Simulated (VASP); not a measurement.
# YB17N18 (a cell with a defect) in VASP: relaxation of the atoms with PBE

Aim: the relaxation of the atoms of YB17N18 (a cell with a defect) with PBE.

Everything below comes from runs of VASP 6.6.1. Logs are shortened: lines on timing, memory, paths and dates and some standing lists are left out, and cuts for length are marked.

### Step 1. The cell of the first run

The cell holds a defect, 36 atoms: a = 7.495 Å, b = 7.495 Å, c = 6.636 Å, α = 90.00°, β = 90.00°, γ = 120.00°.

### Step 2. Relaxation of the atoms, PBE

The input, INCAR:

```
PREC = Accurate ; ENCUT = 520
EDIFF = 1E-7 ; ISMEAR = -1
SIGMA = 0.01 ; LREAL = Auto
LASPH = T ; NELM = 120
ALGO = Normal ; ISIF = 2
LWAVE = F ; LCHARG = F
GGA = PE ; IBRION = 2
NSW = 60 ; EDIFFG = -0.03
GGA_COMPAT = F ; NELMIN = 4
KPAR = 4
```

The input, KPOINTS:

```
regular mesh
0
Gamma
  3 3 3
```

The input, POSCAR:

```
YB17N18
1.0
    7.4947200000      0.0000000000      0.0000000000
   -3.7473600000      6.4906179144      0.0000000000
    0.0000000000      0.0000000000      6.6357000000
Y B N
1 17 18
Direct
    0.1111111111      0.2222222222      0.2500000000
    0.1111111111      0.5555555556      0.2500000000
    0.1111111111      0.8888888889      0.2500000000
    0.4444444444      0.2222222222      0.2500000000
    0.4444444444      0.5555555556      0.2500000000
    0.4444444444      0.8888888889      0.2500000000
    0.7777777778      0.2222222222      0.2500000000
    0.7777777778      0.5555555556      0.2500000000
    0.7777777778      0.8888888889      0.2500000000
    0.2222222222      0.1111111111      0.7500000000
    0.2222222222      0.4444444444      0.7500000000
    0.2222222222      0.7777777778      0.7500000000
    0.5555555556      0.1111111111      0.7500000000
    0.5555555556      0.4444444444      0.7500000000
    0.5555555556      0.7777777778      0.7500000000
    0.8888888889      0.1111111111      0.7500000000
    0.8888888889      0.4444444444      0.7500000000
    0.8888888889      0.7777777778      0.7500000000
    0.1111111111      0.2222222222      0.7500000000
    0.1111111111      0.5555555556      0.7500000000
    0.1111111111      0.8888888889      0.7500000000
    0.4444444444      0.2222222222      0.7500000000
    0.4444444444      0.5555555556      0.7500000000
    0.4444444444      0.8888888889      0.7500000000
    0.7777777778      0.2222222222      0.7500000000
    0.7777777778      0.5555555556      0.7500000000
    0.7777777778      0.8888888889      0.7500000000
    0.2222222222      0.1111111111      0.2500000000
    0.2222222222      0.4444444444      0.2500000000
    0.2222222222      0.7777777778      0.2500000000
    0.5555555556      0.1111111111      0.2500000000
    0.5555555556      0.4444444444      0.2500000000
    0.5555555556      0.7777777778      0.2500000000
    0.8888888889      0.1111111111      0.2500000000
    0.8888888889      0.4444444444      0.2500000000
    0.8888888889      0.7777777778      0.2500000000
```

Potentials or basis: VASP PAW PBE potentials, release 64 (Y_sv, B, N).

On the command line:

```console
> cat potpaw_PBE.64/Y_sv/POTCAR potpaw_PBE.64/B/POTCAR potpaw_PBE.64/N/POTCAR > POTCAR
> mpirun -np 4 vasp_std > vasp.out
```

OUTCAR:

```text
PREC = Accurate
   ENCUT = 520
   EDIFF = 1E-7
   ISMEAR = -1
   LREAL = Auto
   LASPH = T
   NELM = 120
   ISIF = 2
   GGA = PE
   IBRION = 2
   NSW = 60
   EDIFFG = -0.03
   NELMIN = 4

 ion  position               nearest neighbor table
   1  0.111  0.222  0.250-  28 1.44  34 1.44  29 1.44   4 2.50   7 2.50   9 2.50   3 2.50   5 2.50
                             2 2.50  35 2.88  36 2.88  32 2.88
   2  0.111  0.556  0.250-  35 1.44  30 1.44  29 1.44   1 2.50
   3  0.111  0.889  0.250-  30 1.44  36 1.44  28 1.44   1 2.50
   4  0.444  0.222  0.250-  28 1.44  32 1.44  31 1.44   1 2.50
   5  0.444  0.556  0.250-  29 1.44  33 1.44  32 1.44   1 2.50
   6  0.444  0.889  0.250-  30 1.44  31 1.44  33 1.44
   7  0.778  0.222  0.250-  31 1.44  34 1.44  35 1.44   1 2.50
   8  0.778  0.556  0.250-  32 1.44  36 1.44  35 1.44
   9  0.778  0.889  0.250-  33 1.44  36 1.44  34 1.44   1 2.50
  10  0.222  0.111  0.750-  22 1.44  19 1.44  21 1.44
  11  0.222  0.444  0.750-  23 1.44  19 1.44  20 1.44
  12  0.222  0.778  0.750-  24 1.44  21 1.44  20 1.44
  13  0.556  0.111  0.750-  25 1.44  24 1.44  22 1.44
  14  0.556  0.444  0.750-  26 1.44  22 1.44  23 1.44
  15  0.556  0.778  0.750-  27 1.44  23 1.44  24 1.44
[... 14 lines left out ...]
  30  0.222  0.778  0.250-   6 1.44   3 1.44   2 1.44
  31  0.556  0.111  0.250-   7 1.44   6 1.44   4 1.44
  32  0.556  0.444  0.250-   8 1.44   4 1.44   5 1.44   1 2.88
  33  0.556  0.778  0.250-   9 1.44   5 1.44   6 1.44
  34  0.889  0.111  0.250-   1 1.44   7 1.44   9 1.44
  35  0.889  0.444  0.250-   2 1.44   7 1.44   8 1.44   1 2.88
  36  0.889  0.778  0.250-   3 1.44   9 1.44   8 1.44   1 2.88

 -----------------------------------------------------------------------------
|                                                                             |
|           W    W    AA    RRRRR   N    N  II  N    N   GGGG   !!!           |
|           W    W   A  A   R    R  NN   N  II  NN   N  G    G  !!!           |
|           W    W  A    A  R    R  N N  N  II  N N  N  G       !!!           |
|           W WW W  AAAAAA  RRRRR   N  N N  II  N  N N  G  GGG   !            |
|           WW  WW  A    A  R   R   N   NN  II  N   NN  G    G                |
|           W    W  A    A  R    R  N    N  II  N    N   GGGG   !!!           |
|                                                                             |
|     The distance between some ions is very small. Please check the          |
|     nearest-neighbor list in the OUTCAR file.                               |
|     I HOPE YOU KNOW WHAT YOU ARE DOING!                                     |
|                                                                             |
 -----------------------------------------------------------------------------

  LATTYP: Found a hexagonal cell.
 ALAT       =     7.4947200000
 C/A-ratio  =     0.8853833099

  Lattice vectors:

 A1 = (   7.4947200000,   0.0000000000,   0.0000000000)
 A2 = (  -3.7473600000,   6.4906179144,   0.0000000000)
 A3 = (   0.0000000000,   0.0000000000,   6.6357000000)

Analysis of symmetry for initial positions (statically):
=====================================================================
 Subroutine PRICEL returns:
 Original cell was already a primitive cell.

 Routine SETGRP: Setting up the symmetry group for a
 hexagonal supercell.

 Subroutine GETGRP returns: Found 12 space group operations
 (whereof  2 operations were pure point group operations)
 out of a pool of 24 trial point group operations.

The static configuration has the point symmetry C_1h.
 The point group associated with its full space group is D_3h.

Analysis of symmetry for dynamics (positions and initial velocities):
=====================================================================
 Subroutine PRICEL returns:
 Original cell was already a primitive cell.

 Routine SETGRP: Setting up the symmetry group for a
 hexagonal supercell.

 Subroutine GETGRP returns: Found 12 space group operations
 (whereof  2 operations were pure point group operations)
 out of a pool of 24 trial point group operations.

The dynamic configuration has the point symmetry C_1h.
 The point group associated with its full space group is D_3h.

 Subroutine INISYM returns: Found 12 space group operations
 (whereof  2 operations are pure point group operations),
 and found     1 'primitive' translations

----------------------------------------------------------------------------------------

                                     Primitive cell

  volume of cell :     322.7960

  direct lattice vectors                    reciprocal lattice vectors
     7.494720000  0.000000000  0.000000000     0.133427266  0.077034268  0.000000000
    -3.747360000  6.490617914  0.000000000     0.000000000  0.154068536  0.000000000
     0.000000000  0.000000000  6.635700000     0.000000000  0.000000000  0.150700002

  length of vectors
     7.494720000  7.494720000  6.635700000     0.154068536  0.154068536  0.150700002

  position of ions in fractional coordinates (direct lattice)
[... 99 lines left out ...]

 Found      6 irreducible k-points:

 Following reciprocal coordinates:
            Coordinates               Weight
  0.000000  0.000000  0.000000      1.000000
  0.333333 -0.000000  0.000000      6.000000
  0.333333  0.333333  0.000000      2.000000
  0.000000  0.000000  0.333333      2.000000
  0.333333 -0.000000  0.333333     12.000000
  0.333333  0.333333  0.333333      4.000000
   k-points           NKPTS =      6   k-points in BZ     NKDIM =      6   number of bands    NBANDS=     95
   number of dos      NEDOS =    301   number of ions     NIONS =     36
   total plane-waves  NPLWV = 156800
   dimension x,y,z NGX =    56 NGY =   56 NGZ =   50
   dimension x,y,z NGXF=   112 NGYF=  112 NGZF=  100
   ions per type =               1  17  18
   NGX,Y,Z   is equivalent  to a cutoff of  12.42, 12.42, 12.53 a.u.
   NGXF,Y,Z  is equivalent  to a cutoff of  24.84, 24.84, 25.05 a.u.
 SYSTEM =  unknown system
   PREC   = accura    normal or accurate (medium, high low for compatibility)
   ISTART =      0    job   : 0-new  1-cont  2-samecut
   ICHARG =      2    charge: 1-file 2-atom 10-const
   ISPIN  =      1    spin polarized calculation?
   LNONCOLLINEAR =      F non collinear calculations
   LSORBIT =      F    spin-orbit coupling
   LASPH  =      T    aspherical Exc in radial PAW
   ENCUT  =  520.0 eV  38.22 Ry    6.18 a.u.  13.94 13.94 12.34*2*pi/ulx,y,z
   NELM   =    120;   NELMIN=  4; NELMDL= -5     # of ELM steps
   EDIFF  = 0.1E-06   stopping-criterion for ELM
   LREAL  =      T    real-space projection
   EDIFFG = -.3E-01   stopping-criterion for IOM
   NSW    =     60    number of steps for IOM
   IBRION =      2    ionic relax: 0-MD 1-quasi-New 2-CG
   NFREE  =      1    steps in history (QN), initial steepest desc. (CG)
   ISIF   =      2    stress and relaxation
   ISYM   =      2    0-nonsym 1-usesym 2-fastsym
   POTIM  = 0.5000    time-step for ionic-motion
   TEBEG  =    0.0;   TEEND  =   0.0 temperature during run
   PSTRESS=    0.0 pullay stress
   NELECT =     152.0000    total number of electrons
   NUPDOWN=      -1.0000    fix difference up-down
   EMIN   =  10.00;   EMAX   =-10.00  energy-range for DOS
   EFERMI =   0.00;   METHOD = LEGACY
   ISMEAR =    -1;   SIGMA  =   0.01  broadening in eV -4-tet -1-fermi 0-gaus
   EFERMI_NEDOS =   21; number of points for ismear=-14 and -15
   IALGO  =     38    algorithm
   IMIX   =      4    mixing-type and parameters
     AMIX     =   0.40;   BMIX     =  1.00
     AMIX_MAG =   1.60;   BMIX_MAG =  1.00
  volume/ion in A,a.u.               =       8.97        60.51
  Fermi-wavevector in a.u.,A,eV,Ry     =   1.273640  2.406830 22.070805  1.622158
  Thomas-Fermi vector in A             =   2.406452
   LORBIT       =      0    0 simple, 1 ext, 2 COOP (PROOUT), +10 PAW based schemes
   GGA     = PE    functional components
   LHFCALC =     F    Hartree Fock is set to
   AEXX    =    0.0000 exact exchange contribution
   IVDW    =     0    specifies the selected vdW correction
   LEPSILON=     F    determine dielectric tensor
   LRPA    =     F    only Hartree local field effects (RPA)
 conjugate gradient relaxation of ions
 non-spin polarized calculation
  energy-cutoff  :      520.00
  volume of cell :      322.80
 maximum number of plane-waves:      8725
 NGX is ok and might be reduce to    56
   NGX = 27   NGY = 27   NGZ = 25

--------------------------------------- Ionic step        1  -------------------------------------------

 number of electron     151.9999978 magnetization

 Free energy of the ion-electron system (eV)
  ---------------------------------------------------
  ext. energy  EPLUGINS =         0.00000000
  ---------------------------------------------------
  free energy    TOTEN  =      -278.63952276 eV

  energy without entropy =     -278.63645697  energy(sigma->0) =     -278.63798987

------------------------ aborting loop because EDIFF is reached ----------------------------------------

  FORCE on cell =-STRESS in cart. coord.  units (eV):
  Direction    XX          YY          ZZ          XY          YZ          ZX
  --------------------------------------------------------------------------------------
  -------------------------------------------------------------------------------------
  Total      132.3852961    132.3852961      4.8632126      0.0000000     -0.0000000      0.0000000
  in kB      657.0858781    657.0858782     24.1382420      0.0000000     -0.0000000      0.0000000
  external PRESSURE =     446.1033328 kB  Pullay stress =       0.0000000 kB
[... 191 lines left out ...]
  FREE ENERGIE OF THE ION-ELECTRON SYSTEM (eV)
  ---------------------------------------------------
  free  energy   TOTEN  =      -299.0960818334 eV

  energy  without entropy=     -299.0960818334  energy(sigma->0) =     -299.09608183

[... ionic steps 4 to 13 ...]

--------------------------------------- Ionic step       14  -------------------------------------------

 number of electron     151.9999979 magnetization

------------------------ aborting loop because EDIFF is reached ----------------------------------------
[... 135 lines left out ...]
--------------------------------------- Ionic step       16  -------------------------------------------

 number of electron     151.9999979 magnetization

 Free energy of the ion-electron system (eV)
  ---------------------------------------------------
  ext. energy  EPLUGINS =         0.00000000
  ---------------------------------------------------
  free energy    TOTEN  =      -303.47070877 eV

  energy without entropy =     -303.47070877  energy(sigma->0) =     -303.47070877

 E-fermi :   5.1737     XC(G=0): -10.2414

 val. band max:        4.9475543919   @ k =   0.3333   0.3333   0.0000
 cond. band min:       6.5646531046   @ k =   0.0000   0.0000   0.0000
 fundamental gap:      1.6170987127
 Fermi energy:         5.1736564926

 k-point     1 :       0.0000    0.0000    0.0000
  band No.  band energies     occupation
      1     -35.2834      2.00000
      2     -17.2967      2.00000
      3     -17.2967      2.00000
      4     -15.6062      2.00000
      5     -15.4847      2.00000
      6     -14.9095      2.00000
[... 535 lines left out ...]
     87       9.2273      0.00000
     88       9.5866      0.00000
 [bands above 88 left out]

------------------------ aborting loop because EDIFF is reached ----------------------------------------

  FORCE on cell =-STRESS in cart. coord.  units (eV):
  Direction    XX          YY          ZZ          XY          YZ          ZX
  --------------------------------------------------------------------------------------
  -------------------------------------------------------------------------------------
  Total       83.0618016     83.0618016      4.5335755      0.0000000      0.0000000      0.0000000
  in kB      412.2718945    412.2718945     22.5021095      0.0000000      0.0000000      0.0000000
  external PRESSURE =     282.3486328 kB  Pullay stress =       0.0000000 kB
[... 51 lines left out ...]
  FREE ENERGIE OF THE ION-ELECTRON SYSTEM (eV)
  ---------------------------------------------------
  free  energy   TOTEN  =      -303.4707087661 eV

  energy  without entropy=     -303.4707087661  energy(sigma->0) =     -303.47070877

 reached required accuracy - stopping structural energy minimisation
```

Run time: 15 min. Hardware: 4 MPI ranks of AMD EPYC 9R45 (Zen 5), shared host; peak memory 0.51 GiB.

Results:

* Free energy: -303.4707 eV
* Pressure after relaxing: 28.2 GPa
* Largest force after relaxing: 0.029 eV/Å
* Band gap on the k mesh: 1.62 eV

Forces on the atoms (eV/Å):
```
Y    0.000  0.000  0.000
B   -0.020  0.022  0.000
B    0.009 -0.028  0.000
B    0.029  0.006  0.000
B    0.020  0.022  0.000
B    0.000  0.000  0.000
B   -0.029  0.006  0.000
B    0.000  0.000  0.000
B   -0.009 -0.028  0.000
B    0.006 -0.003  0.000
B    0.000  0.007  0.000
B    0.005  0.003  0.000
B    0.000 -0.006  0.000
B   -0.003 -0.002  0.000
B   -0.005  0.003  0.000
B   -0.006 -0.003  0.000
B    0.003 -0.002  0.000
B    0.000  0.003  0.000
N    0.000  0.000  0.000
N    0.000 -0.007  0.000
N   -0.006  0.004  0.000
N   -0.007  0.004  0.000
N    0.000 -0.007  0.000
N    0.000  0.000  0.000
N    0.007  0.004  0.000
N    0.000  0.000  0.000
N    0.006  0.004  0.000
N   -0.013  0.008  0.000
N    0.000 -0.015  0.000
N   -0.021 -0.012  0.000
N    0.000  0.024  0.000
N    0.005  0.003  0.000
N    0.021 -0.012  0.000
N    0.013  0.008  0.000
N   -0.005  0.003  0.000
N    0.000 -0.006  0.000
```

Stress tensor (GPa, compression positive):
```
41.23  0.00  0.00
 0.00 41.23  0.00
 0.00  0.00  2.25
```

Final structure:
```
Y B N
1.0
     7.49472    0.00000    0.00000
    -3.74736    6.49062    0.00000
     0.00000    0.00000    6.63570
Y B N
1 17 18
Direct
  0.11111 0.22222 0.25000
  0.11262 0.56791 0.25000
  0.11262 0.87805 0.25000
  0.45528 0.22071 0.25000
  0.45528 0.56791 0.25000
  0.44444 0.88889 0.25000
  0.76543 0.22071 0.25000
  0.77778 0.55556 0.25000
  0.76543 0.87805 0.25000
  0.22328 0.11005 0.75000
  0.22328 0.44657 0.75000
  0.22256 0.77795 0.75000
  0.55538 0.11077 0.75000
  0.55589 0.44461 0.75000
  0.55538 0.77795 0.75000
  0.88677 0.11005 0.75000
  0.88872 0.44461 0.75000
  0.88872 0.77744 0.75000
  0.11111 0.22222 0.75000
  0.11103 0.55565 0.75000
  0.11103 0.88871 0.75000
  0.44463 0.22231 0.75000
  0.44463 0.55565 0.75000
  0.44444 0.88889 0.75000
  0.77768 0.22231 0.75000
  0.77778 0.55556 0.75000
  0.77768 0.88871 0.75000
  0.25379 0.07954 0.25000
  0.25379 0.50758 0.25000
  0.22284 0.77809 0.25000
  0.55525 0.11049 0.25000
  0.55548 0.44440 0.25000
  0.55525 0.77809 0.25000
  0.82575 0.07954 0.25000
  0.88893 0.44440 0.25000
  0.88893 0.77786 0.25000
```
